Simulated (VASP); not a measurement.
# Sr2InAgCl6 (Fm-3m) in VASP: single point with r2SCAN

Aim: the single point of Sr2InAgCl6 with r2SCAN.

Program: VASP 6.6.1. These are calculated values, not measurements. Logs are shortened: lines on timing, memory, paths and dates and some standing lists are left out, and cuts for length are marked.

## 1. The cell of the first run

It takes space group Fm-3m (No. 225, cubic). The conventional cell has a = 10.023 Å, b = 10.023 Å, c = 10.023 Å, α = 90.00°, β = 90.00°, γ = 90.00°. Sr (site symmetry -43m) has 12 Cl at 3.55 Å and 4 In at 4.34 Å and 4 Ag at 4.34 Å within 4.7 Å. In (site symmetry m-3m) has 6 Cl at 2.40 Å within 3.2 Å. Within 3.4 Å of Ag (site symmetry m-3m) lie 6 Cl at 2.61 Å. Within 3.2 Å of Cl (site symmetry 4mm) lie 1 In at 2.40 Å and 1 Ag at 2.61 Å.

## 2. Single point, r2SCAN

Contents of POSCAR:

```
Sr2InAgCl6
1.0
    0.0000000000      5.0115320000      5.0115320000
    5.0115320000      0.0000000000      5.0115320000
    5.0115320000      5.0115320000      0.0000000000
Sr In Ag Cl
2 1 1 6
Direct
    0.2500000000      0.2500000000      0.2500000000
    0.7500000000      0.7500000000      0.7500000000
    0.0000000000      0.0000000000      0.0000000000
    0.5000000000      0.5000000000      0.5000000000
    0.7602100000      0.2397900000      0.2397900000
    0.2397900000      0.7602100000      0.2397900000
    0.2397900000      0.7602100000      0.7602100000
    0.7602100000      0.2397900000      0.7602100000
    0.2397900000      0.2397900000      0.7602100000
    0.7602100000      0.7602100000      0.2397900000
```

Contents of INCAR.step1:

```
  PREC = Accurate
  ENCUT = 520
  ISMEAR = -1
  SIGMA = 0.1
  LREAL = False
  LASPH = True
  NELM = 80
  NBANDS = 54
  GGA = PE
  ALGO = Normal
  EDIFF = 1E-4
  LWAVE = True
  LCHARG = False
```

Contents of INCAR.step2:

```
  PREC = Accurate
  ENCUT = 520
  EDIFF = 1E-6
  ISMEAR = -1
  SIGMA = 0.1
  LREAL = False
  LASPH = True
  NELM = 80
  ALGO = Normal
  ISIF = 2
  LWAVE = False
  LCHARG = True
  METAGGA = R2SCAN
  LMIXTAU = True
  LELF = True
  LVHAR = True
  NBANDS = 54
  ISTART = 1
```

Contents of KPOINTS:

```
regular mesh
0
Gamma
  6 6 6
```

Potentials or basis: VASP PAW PBE potentials, release 64 (Sr_sv, In_d, Ag, Cl).

On the command line:

```bash
$ cat potpaw_PBE.64/Sr_sv/POTCAR potpaw_PBE.64/In_d/POTCAR potpaw_PBE.64/Ag/POTCAR potpaw_PBE.64/Cl/POTCAR > POTCAR
$ cp INCAR.step1 INCAR
$ mpirun -np 1 vasp_std > vasp.out
$ cp INCAR.step2 INCAR
$ mpirun -np 1 vasp_std > vasp.out
```

OUTCAR:

```text
PREC = Accurate
   ENCUT = 520
   EDIFF = 1E-6
   ISMEAR = -1
   LREAL = False
   LASPH = True
   NELM = 80
   ISIF = 2
   METAGGA = R2SCAN
   ISTART = 1

 ion  position               nearest neighbor table
   1  0.250  0.250  0.250-   5 3.55   8 3.55  10 3.55   6 3.55   7 3.55  10 3.55   7 3.55   8 3.55
                             9 3.55   5 3.55   6 3.55   9 3.55   3 4.34   4 4.34   3 4.34   3 4.34
   2  0.750  0.750  0.750-   7 3.55   8 3.55  10 3.55   5 3.55   6 3.55  10 3.55   5 3.55   8 3.55
                             9 3.55   6 3.55   7 3.55   9 3.55   3 4.34   4 4.34   4 4.34   3 4.34
   3  0.000  0.000  0.000-   5 2.40   6 2.40   7 2.40   8 2.40   9 2.40  10 2.40   2 4.34   2 4.34
                             1 4.34   2 4.34   2 4.34   1 4.34   1 4.34   1 4.34
   4  0.500  0.500  0.500-   5 2.61   6 2.61   7 2.61   8 2.61   9 2.61  10 2.61   1 4.34   1 4.34
                             1 4.34   2 4.34   1 4.34   2 4.34   2 4.34   2 4.34
   5  0.760  0.240  0.240-   3 2.40   4 2.61   1 3.55   2 3.55   2 3.55   1 3.55
   6  0.240  0.760  0.240-   3 2.40   4 2.61   1 3.55   2 3.55   2 3.55   1 3.55
   7  0.240  0.760  0.760-   3 2.40   4 2.61   2 3.55   2 3.55   1 3.55   1 3.55
   8  0.760  0.240  0.760-   3 2.40   4 2.61   2 3.55   2 3.55   1 3.55   1 3.55
   9  0.240  0.240  0.760-   3 2.40   4 2.61   1 3.55   2 3.55   2 3.55   1 3.55
  10  0.760  0.760  0.240-   3 2.40   4 2.61   2 3.55   2 3.55   1 3.55   1 3.55

  LATTYP: Found a face centered cubic cell.
 ALAT       =    10.0230640000

  Lattice vectors:

 A1 = (   0.0000000000,   5.0115320000,   5.0115320000)
 A2 = (   5.0115320000,   0.0000000000,   5.0115320000)
 A3 = (   5.0115320000,   5.0115320000,   0.0000000000)

Analysis of symmetry for initial positions (statically):
=====================================================================
 Subroutine PRICEL returns:
 Original cell was already a primitive cell.

 Routine SETGRP: Setting up the symmetry group for a
 face centered cubic supercell.

 Subroutine GETGRP returns: Found 48 space group operations
 (whereof 48 operations were pure point group operations)
 out of a pool of 48 trial point group operations.

The static configuration has the point symmetry O_h .

Analysis of symmetry for dynamics (positions and initial velocities):
=====================================================================
 Subroutine PRICEL returns:
 Original cell was already a primitive cell.

 Routine SETGRP: Setting up the symmetry group for a
 face centered cubic supercell.

 Subroutine GETGRP returns: Found 48 space group operations
 (whereof 48 operations were pure point group operations)
 out of a pool of 48 trial point group operations.

The dynamic configuration has the point symmetry O_h .

[... 119 lines left out ...]
   EFERMI =   0.00;   METHOD = LEGACY
   ISMEAR =    -1;   SIGMA  =   0.10  broadening in eV -4-tet -1-fermi 0-gaus
   EFERMI_NEDOS =   21; number of points for ismear=-14 and -15
   IALGO  =     38    algorithm
   IMIX   =      4    mixing-type and parameters
     AMIX     =   0.40;   BMIX     =  1.00
     AMIX_MAG =   1.60;   BMIX_MAG =  1.00
  volume/ion in A,a.u.               =      25.17       169.88
  Fermi-wavevector in a.u.,A,eV,Ry     =   1.144442  2.162682 17.820198  1.309748
  Thomas-Fermi vector in A             =   2.281134
   LORBIT       =      0    0 simple, 1 ext, 2 COOP (PROOUT), +10 PAW based schemes
   METAGGA = R2SCAN    functional components
   LHFCALC =     F    Hartree Fock is set to
   AEXX    =    0.0000 exact exchange contribution
   IVDW    =     0    specifies the selected vdW correction
   LEPSILON=     F    determine dielectric tensor
   LRPA    =     F    only Hartree local field effects (RPA)
 non-spin polarized calculation
  energy-cutoff  :      520.00
  volume of cell :      251.73
 maximum number of plane-waves:      6855
 NGX is ok and might be reduce to    54
   NGX = 27   NGY = 27   NGZ = 27

 number of electron      86.0000010 magnetization

 Free energy of the ion-electron system (eV)
  ---------------------------------------------------
  ext. energy  EPLUGINS =         0.00000000
  ---------------------------------------------------
  free energy    TOTEN  =      -123.01391907 eV

  energy without entropy =     -122.89333787  energy(sigma->0) =     -122.95362847

 E-fermi :   6.8994     XC(G=0):  -9.5122

 val. band max:        6.8584184332   @ k =   0.1667   0.1667   0.0000
 cond. band min:       6.9075036821   @ k =   0.0000   0.0000   0.0000
 fundamental gap:      0.0490852490
 Fermi energy:         6.8993709722

 k-point     1 :       0.0000    0.0000    0.0000
  band No.  band energies     occupation
      1     -33.7668      2.00000
      2     -33.7656      2.00000
      3     -15.0868      2.00000
      4     -15.0868      2.00000
      5     -15.0868      2.00000
      6     -15.0725      2.00000
[... 901 lines left out ...]
     53       8.9164      0.00000
     54       8.9282      0.00000

------------------------ aborting loop because EDIFF is reached ----------------------------------------

  FORCE on cell =-STRESS in cart. coord.  units (eV):
  Direction    XX          YY          ZZ          XY          YZ          ZX
  --------------------------------------------------------------------------------------
  -------------------------------------------------------------------------------------
  Total       11.9690075     11.9690075     11.9690075      0.0000000      0.0000000     -0.0000000
  in kB       76.1775851     76.1775851     76.1775851      0.0000000      0.0000000     -0.0000000
  external PRESSURE =      76.1775851 kB  Pullay stress =       0.0000000 kB

 VOLUME and BASIS-vectors are now :
 -----------------------------------------------------------------------------
  energy-cutoff  :      520.00
  volume of cell :      251.73
      direct lattice vectors                 reciprocal lattice vectors
     0.000000000  5.011532000  5.011532000    -0.099769891  0.099769891  0.099769891
     5.011532000  0.000000000  5.011532000     0.099769891 -0.099769891  0.099769891
     5.011532000  5.011532000  0.000000000     0.099769891  0.099769891 -0.099769891

 POSITION                                       TOTAL-FORCE (eV/Angst)
 -----------------------------------------------------------------------------------
      2.50577      2.50577      2.50577        -0.000000      0.000000     -0.000000
      7.51730      7.51730      7.51730        -0.000000     -0.000000     -0.000000
      0.00000      0.00000      0.00000        -0.000000     -0.000000     -0.000000
      5.01153      5.01153      5.01153        -0.000000     -0.000000     -0.000000
      2.40343      5.01153      5.01153         1.879433     -0.000000     -0.000000
      5.01153      2.40343      5.01153        -0.000000      1.879433     -0.000000
      7.61963      5.01153      5.01153        -1.879433     -0.000000     -0.000000
      5.01153      7.61963      5.01153        -0.000000     -1.879433     -0.000000
      5.01153      5.01153      2.40343        -0.000000     -0.000000      1.879433
      5.01153      5.01153      7.61963        -0.000000     -0.000000     -1.879433
 -----------------------------------------------------------------------------------
    total drift:                                0.000000      0.000000      0.000000

  FREE ENERGIE OF THE ION-ELECTRON SYSTEM (eV)
  ---------------------------------------------------
  free  energy   TOTEN  =      -123.0139190749 eV

  energy  without entropy=     -122.8933378741  energy(sigma->0) =     -122.95362847
```

OUTCAR.step1:

```text
PREC = Accurate
   ENCUT = 520
   ISMEAR = -1
   LREAL = False
   LASPH = True
   NELM = 80
[... 1156 lines left out ...]
      5.01153      7.61963      5.01153         0.000000     -1.863174      0.000000
      5.01153      5.01153      2.40343         0.000000      0.000000      1.863174
      5.01153      5.01153      7.61963         0.000000      0.000000     -1.863174
 -----------------------------------------------------------------------------------
    total drift:                                0.000000      0.000000     -0.000000

  FREE ENERGIE OF THE ION-ELECTRON SYSTEM (eV)
  ---------------------------------------------------
  free  energy   TOTEN  =       -29.6831045058 eV

  energy  without entropy=      -29.5529677959  energy(sigma->0) =      -29.61803615
```

OSZICAR.step1:

```text
N       E                     dE             d eps       ncg     rms          rms(c)
DAV:   1     0.783187383931E+03    0.78319E+03   -0.39195E+04  1728   0.153E+03
DAV:   2     0.807306642934E+02   -0.70246E+03   -0.66963E+03  1900   0.365E+02
DAV:   3    -0.247838582189E+02   -0.10551E+03   -0.10371E+03  2284   0.141E+02
DAV:   4    -0.304380678758E+02   -0.56542E+01   -0.55119E+01  2208   0.335E+01
DAV:   5    -0.308282830365E+02   -0.39022E+00   -0.38645E+00  2928   0.759E+00    0.235E+01
DAV:   6    -0.297338587717E+02    0.10944E+01   -0.27835E+00  2512   0.865E+00    0.131E+01
DAV:   7    -0.296885940843E+02    0.45265E-01   -0.12941E+00  2648   0.567E+00    0.338E+00
DAV:   8    -0.296806652888E+02    0.79288E-02   -0.18268E-01  2456   0.169E+00    0.760E-01
DAV:   9    -0.296823877389E+02   -0.17225E-02   -0.93518E-03  2752   0.579E-01    0.284E-01
DAV:  10    -0.296828723485E+02   -0.48461E-03   -0.97942E-04  2344   0.188E-01    0.124E-01
DAV:  11    -0.296830899029E+02   -0.21755E-03   -0.22578E-04  1650   0.847E-02    0.172E-02
DAV:  12    -0.296831045058E+02   -0.14603E-04   -0.32607E-05  1400   0.519E-02
   1 F= -.29683105E+02 E0= -.29618036E+02  d E =-.130137E+00
```

Wall time 11 min (1 thread of Intel Xeon 6975P-C (Granite Rapids), shared host); peak memory 0.56 GiB.

What came out:

- Free energy: -123.0139 eV
- Pressure: 7.6 GPa
- Largest force: 1.879 eV/Å
- Band gap on the k mesh: zero (bands 43 and 44 overlap by 1.89 eV)

Forces in eV/Å, atoms in the order of the input:
```
Sr   0.000  0.000  0.000
Sr   0.000  0.000  0.000
In   0.000  0.000  0.000
Ag   0.000  0.000  0.000
Cl   1.879  0.000  0.000
Cl   0.000  1.879  0.000
Cl  -1.879  0.000  0.000
Cl   0.000 -1.879  0.000
Cl   0.000  0.000  1.879
Cl   0.000  0.000 -1.879
```

Caveat: the cell stands under pressure; the PAW data sets were made with another functional, which shifts forces and pressure a little; spin-orbit coupling is left out, which moves the levels of the heavy elements.

The gap in the log of VASP goes by the Fermi energy; the results here count the filled bands.